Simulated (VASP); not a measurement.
# Ge (P-3m1) in VASP: further runs, part 2 of 2

VASP 6.6.1. The steps go on from the part before.

**3. Single point, HF**

This run uses another cell than the first one, of 25.13 Å³/atom, 1.149 times its volume.

The input, POSCAR:

```
Ge
1.0
    4.1454465830     -0.0000029256      0.0000000000
   -2.0727207579      3.5900635137      0.0000000000
    0.0000000000      0.0000000000      3.3768817937
Ge
2
Direct
    0.6666666667      0.3333333333      0.0893051308
    0.3333333333      0.6666666667      0.9106948692
```

The input, INCAR.step1:

```
SYSTEM = Ge
PREC = Accurate ; ENCUT = 520
EDIFF = 1E-5 ; ISMEAR = -1
SIGMA = 0.05 ; LREAL = .False.
LASPH = .True. ; NELM = 80
ALGO = Normal ; ISIF = 2
LWAVE = .True. ; NBANDS = 21
GGA = PE
```

The input, INCAR.step2:

```
SYSTEM = Ge
PREC = Accurate ; ENCUT = 520
EDIFF = 1E-7 ; ISMEAR = -1
SIGMA = 0.05 ; LREAL = .False.
LASPH = .True. ; NELM = 80
ALGO = Normal ; ISIF = 2
LWAVE = .False. ; LCHARG = .True.
GGA = PE ; LHFCALC = .True.
AEXX = 1.0 ; ALDAC = 0.0
AGGAC = 0.0 ; PRECFOCK = Normal
LELF = .True. ; LVHAR = .True.
NBANDS = 21 ; ISTART = 1
```

The input, KPOINTS:

```
Automatic mesh
0
Gamma
  4 4 4
  0 0 0
```

Potentials or basis: VASP PAW PBE potentials, release 64 (Ge_d).

On the command line:

```
cat potpaw_PBE.64/Ge_d/POTCAR > POTCAR
cp INCAR.step1 INCAR
mpirun -np 1 vasp_std > vasp.out
cp INCAR.step2 INCAR
mpirun -np 1 vasp_std > vasp.out
```

OUTCAR:

```text
SYSTEM = Ge
   PREC = Accurate
   ENCUT = 520
   EDIFF = 1E-7
   ISMEAR = -1
   LREAL = .False.
   LASPH = .True.
   NELM = 80
   ISIF = 2
   GGA = PE
   LHFCALC = .True.
   AEXX = 1.0
   PRECFOCK = Normal
   ISTART = 1

 ion  position               nearest neighbor table
   1  0.667  0.333  0.089-   2 2.47   2 2.47   2 2.47
   2  0.333  0.667  0.911-   1 2.47   1 2.47   1 2.47

  LATTYP: Found a hexagonal cell.
 ALAT       =     4.1454465830
 C/A-ratio  =     0.8146002430

  Lattice vectors:

 A1 = (   4.1454465830,  -0.0000029256,   0.0000000000)
 A2 = (  -2.0727207579,   3.5900635137,   0.0000000000)
 A3 = (   0.0000000000,   0.0000000000,   3.3768817937)

Analysis of symmetry for initial positions (statically):
=====================================================================
 Subroutine PRICEL returns:
 Original cell was already a primitive cell.

 Routine SETGRP: Setting up the symmetry group for a
 hexagonal supercell.

 Subroutine GETGRP returns: Found 12 space group operations
 (whereof 12 operations were pure point group operations)
 out of a pool of 24 trial point group operations.

The static configuration has the point symmetry D_3d.

Analysis of symmetry for dynamics (positions and initial velocities):
=====================================================================
 Subroutine PRICEL returns:
 Original cell was already a primitive cell.

 Routine SETGRP: Setting up the symmetry group for a
 hexagonal supercell.

 Subroutine GETGRP returns: Found 12 space group operations
 (whereof 12 operations were pure point group operations)
 out of a pool of 24 trial point group operations.

The dynamic configuration has the point symmetry D_3d.

 Subroutine INISYM returns: Found 12 space group operations
[... 105 lines left out ...]
     AMIX_MAG =   1.60;   BMIX_MAG =  1.00
  volume/ion in A,a.u.               =      25.13       169.57
  Fermi-wavevector in a.u.,A,eV,Ry     =   1.347094  2.545638 24.689967  1.814661
  Thomas-Fermi vector in A             =   2.474872
   LORBIT       =      0    0 simple, 1 ext, 2 COOP (PROOUT), +10 PAW based schemes
   GGA     = PE    functional components
   LHFCALC =     T    Hartree Fock is set to
   PRECFOCK=normal    Normal, Fast or Accurate (Low or Medium for compatibility)
   ENCUT4O =  -1.0   cutoff for four orbital integrals eV
   NKREDX  =     1    reduce k-point grid by
   NKREDY  =     1    reduce k-point grid by
   NKREDZ  =     1    reduce k-point grid by
   AEXX    =    1.0000 exact exchange contribution
   HFSCREEN=    0.0000 screening length (either q_TF or 0.3 A-1)
   HFSCREENC=   0.0000 screening length for correlation (either q_TF or 0.3 A-1)
   ENCUTFOCK=  -1.0 apply spherical cutoff to Coloumb kernel
   IVDW    =     0    specifies the selected vdW correction
   LEPSILON=     F    determine dielectric tensor
   LRPA    =     F    only Hartree local field effects (RPA)
 non-spin polarized calculation
  energy-cutoff  :      520.00
  volume of cell :       50.26
 maximum number of plane-waves:      1369
 NGX is ok and might be reduce to    32
  NGX = 24; NGY = 24; NGZ = 20

 number of electron      28.0000008 magnetization

 Free energy of the ion-electron system (eV)
  ---------------------------------------------------
  ext. energy  EPLUGINS =         0.00000000
  ---------------------------------------------------
  free energy    TOTEN  =       -16.27802701 eV

  energy without entropy =      -16.27380299  energy(sigma->0) =      -16.27591500

 E-fermi :   6.6298     XC(G=0):   0.0000

 val. band max:        4.3920373114   @ k =   0.5000  -0.0000   0.0000
 cond. band min:       6.7103065653   @ k =   0.2500  -0.0000   0.0000
 fundamental gap:      2.3182692539
 Fermi energy:         6.6298346696

 k-point     1 :       0.0000    0.0000    0.0000
  band No.  band energies     occupation
      1     -34.8662      2.00000
      2     -34.8423      2.00000
      3     -34.8423      2.00000
      4     -34.8134      2.00000
      5     -34.8134      2.00000
      6     -34.7766      2.00000
[... 301 lines left out ...]
     20      19.7001      0.00000
     21      21.3490      0.00000

------------------------ aborting loop because EDIFF is reached ----------------------------------------

  FORCE on cell =-STRESS in cart. coord.  units (eV):
  Direction    XX          YY          ZZ          XY          YZ          ZX
  --------------------------------------------------------------------------------------
  -------------------------------------------------------------------------------------
  Total       -0.1510744     -0.1510744     -0.1223846      0.0000000     -0.0000000      0.0000000
  in kB       -4.8162882     -4.8162882     -3.9016493      0.0000000     -0.0000000      0.0000000
  external PRESSURE =      -4.5114086 kB  Pullay stress =       0.0000000 kB

 VOLUME and BASIS-vectors are now :
 -----------------------------------------------------------------------------
  energy-cutoff  :      520.00
  volume of cell :       50.26
      direct lattice vectors                 reciprocal lattice vectors
     4.145446583 -0.000002926  0.000000000     0.241228632  0.139273189  0.000000000
    -2.072720758  3.590063514  0.000000000     0.000000197  0.278546718  0.000000000
     0.000000000  0.000000000  3.376881794     0.000000000  0.000000000  0.296131183

 POSITION                                       TOTAL-FORCE (eV/Angst)
 -----------------------------------------------------------------------------------
      2.07272      1.19669      0.30157        -0.000000      0.000000      0.011269
      0.00000      2.39337      3.07531         0.000000     -0.000000     -0.011269
 -----------------------------------------------------------------------------------
    total drift:                                0.000001     -0.000001      0.000000

  FREE ENERGIE OF THE ION-ELECTRON SYSTEM (eV)
  ---------------------------------------------------
  free  energy   TOTEN  =       -16.2780270063 eV

  energy  without entropy=      -16.2738029949  energy(sigma->0) =      -16.27591500
```

OUTCAR.step1:

```text
SYSTEM = Ge
   PREC = Accurate
   ENCUT = 520
   EDIFF = 1E-5
   ISMEAR = -1
   LREAL = .False.
[... 521 lines left out ...]
      2.07272      1.19669      0.30157         0.000000      0.000000      0.292492
      0.00000      2.39337      3.07531        -0.000000      0.000000     -0.292492
 -----------------------------------------------------------------------------------
    total drift:                               -0.000000      0.000000      0.000000

  FREE ENERGIE OF THE ION-ELECTRON SYSTEM (eV)
  ---------------------------------------------------
  free  energy   TOTEN  =        -8.3608053753 eV

  energy  without entropy=       -8.3560591310  energy(sigma->0) =       -8.35843225
```

It took 21 min on 1 thread of Intel Xeon Platinum 8375C at 2.90GHz (Ice Lake), shared host; peak memory 0.18 GiB.

What came out:

```
Free energy            : -16.2780 eV
Pressure               : -0.5 GPa
Largest force          : 0.011 eV/Å
Band gap on the k mesh : zero (band 14 reaches 9.96 eV, above the bottom of band 15 at 1.75 eV)
```

Forces in eV/Å, atoms in the order of the input:
```
Ge   0.000  0.000  0.011
Ge   0.000  0.000 -0.011
```

Levels at points of the mesh, in eV from the Fermi level:
| k point | band 12 | band 13 | band 14 | band 15 | band 16 | band 17 |
| --- | --- | --- | --- | --- | --- | --- |
| (0.00, 0.00, 0.00) | -6.26 | -6.26 | -5.03 | 3.36 | 4.52 | 4.52 |
| (0.50, 0.00, 0.00) | -15.61 | -8.17 | -2.24 | 5.03 | 5.88 | 10.14 |
| (0.00, 0.00, 0.50) | -11.74 | -4.79 | -4.79 | 1.75 | 5.18 | 6.08 |
| (0.50, 0.00, 0.50) | -13.50 | -8.24 | -6.57 | -4.88 | 3.44 | 6.66 |

Caveat: the k points lie up to 0.47 Å⁻¹ apart; the PAW data sets were made with another functional, which shifts forces and pressure a little.
